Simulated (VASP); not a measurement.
**CdF2: single point with r2SCAN**

Crystal: CdF2.

```
CELL_PARAMETERS angstrom
0.00000 2.61042 2.61042
2.61042 0.00000 2.61042
2.61042 2.61042 0.00000
ATOMIC_POSITIONS crystal
Cd 0.00000 0.00000 0.00000
F 0.25000 0.25000 0.25000
F 0.75000 0.75000 0.75000
```

This cell differs from its parent crystal: strain -2.7%.

```json
{
  "Program": "VASP 6.6.1",
  "Task": "single point",
  "Functional": "r2SCAN",
  "Potentials or basis": "VASP PAW PBE potentials, release 64 (Cd, F)",
  "Cutoff": "520 eV",
  "k mesh": "8 × 8 × 8",
  "Occupations": "gaussian, width 0.01 eV",
  "Spin": "no spin polarisation"
}
```

| Item | Value |
| --- | --- |
| Pressure | 15.2 GPa |
| Band gap on the k mesh | 4.09 eV (least direct gap 4.45 eV) |

Levels at points of the mesh, in eV from the valence-band top:
| k point | band 11 | band 12 | band 13 | band 14 | band 15 | band 16 |
| --- | --- | --- | --- | --- | --- | --- |
| (0.00, 0.00, 0.00) | -0.36 | -0.36 | -0.36 | 4.09 | 14.06 | 14.06 |
| (0.50, 0.00, 0.00) | -2.26 | -0.32 | -0.32 | 8.76 | 9.99 | 16.48 |
| (0.50, 0.50, 0.00) | -0.73 | -0.11 | -0.11 | 9.70 | 11.11 | 12.39 |

Run time: 3.9 min on 1 thread of Intel Xeon 8259CL (shared host), peak memory 0.17 GiB.

Caveat: the cell differs from its parent crystal (strain -2.7%); the cell stands under pressure; the PAW data sets were made with another functional, which shifts forces and pressure a little. A k mesh can miss the band edges.
